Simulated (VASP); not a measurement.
A run of VASP 6.6.1:

INCAR

```
ALGO = Normal
EDIFF = 1E-7
ENCUT = 520
GGA = PE
ISIF = 2
ISMEAR = -1
LASPH = T
LCHARG = F
LREAL = F
LWAVE = F
NBANDS = 11
NELM = 60
PREC = Accurate
SIGMA = 0.1
```

File KPOINTS:

```
k-points
0
Gamma
  16 16 16
```

File POSCAR:

```
Ca
1.0
    0.0000000000      2.8690699506      2.8690699506
    2.8690699506      0.0000000000      2.8690699506
    2.8690699506      2.8690699506      0.0000000000
Ca
1
Direct
    0.0000000000      0.0000000000      0.0000000000
```

Potentials or basis: VASP PAW PBE potentials, release 64 (Ca_sv).

Run with:

```sh
$ cat potpaw_PBE.64/Ca_sv/POTCAR > POTCAR
$ mpirun -np 1 vasp_std > vasp.out
```

Hardware: 1 thread of AMD EPYC 9R45 96-Core Processor (Zen 5), on a shared host.

Question: Estimate the wall time of this run.

Answer: Wall time 34 s on 1 thread of AMD EPYC 9R45 96-Core Processor (Zen 5) (shared host), peak memory 0.19 GiB. Counts: scf iterations 12, k points 145.
